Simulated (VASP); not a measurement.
Write the native input for VASP 6.6.1 that does the following.

* Task: single point
* Functional: LDA
* Potentials or basis: VASP PAW LDA potentials, release 64 (Ag, I)
* Cutoff: 500 eV
* k mesh: 6 × 6 × 4
* Occupations: gaussian, width 0.01 eV
* Spin: no spin polarisation
* Dipole correction: no
* Further INCAR settings: ALGO = Normal; EDIFF = 1e-06; NBANDS = 26

The structure of AgI lies in POSCAR:

```
AgI
1.0
    4.5298395883      0.0000000000      0.0000000000
   -2.2649197942      3.9229561586      0.0000000000
    0.0000000000      0.0000000000      7.2516722323
Ag I
2 2
Direct
    0.6666666667      0.3333333333      0.6247018305
    0.3333333333      0.6666666667      0.1247018305
    0.6666666667      0.3333333333      0.0052981695
    0.3333333333      0.6666666667      0.5052981695
```

This cell differs from its parent crystal: in-plane strain +0.01, then relaxed in part.

These files were run (other wordings do the same):

INCAR

```
SYSTEM = AgI
  ALGO = Normal
  EDIFF = 1E-6
  ENCUT = 500
  GGA_COMPAT = .False.
  ISIF = 2
  ISMEAR = 0
  LASPH = .True.
  LCHARG = .False.
  LREAL = .False.
  LWAVE = .False.
  NBANDS = 26
  NELM = 120
  PREC = Accurate
  SIGMA = 0.01
```

KPOINTS

```
k-points
0
Gamma
  6 6 4
  0 0 0
```

Potentials or basis: VASP PAW LDA potentials, release 64 (Ag, I).

Launch:

```sh
$ cat potpaw_LDA.64/Ag/POTCAR potpaw_LDA.64/I/POTCAR > POTCAR
$ mpirun -np 1 vasp_std > vasp.out
```

Results of the run:

```
Pressure               : -0.3 GPa
Band gap on the k mesh : 1.14 eV
```

Caveat: the cell differs from its parent crystal (in-plane strain +0.01, then relaxed in part); spin-orbit coupling is left out, which moves the levels of the heavy elements.

Wall time 82 s on 1 thread of Intel Xeon 8259CL (shared host), peak memory 0.23 GiB.
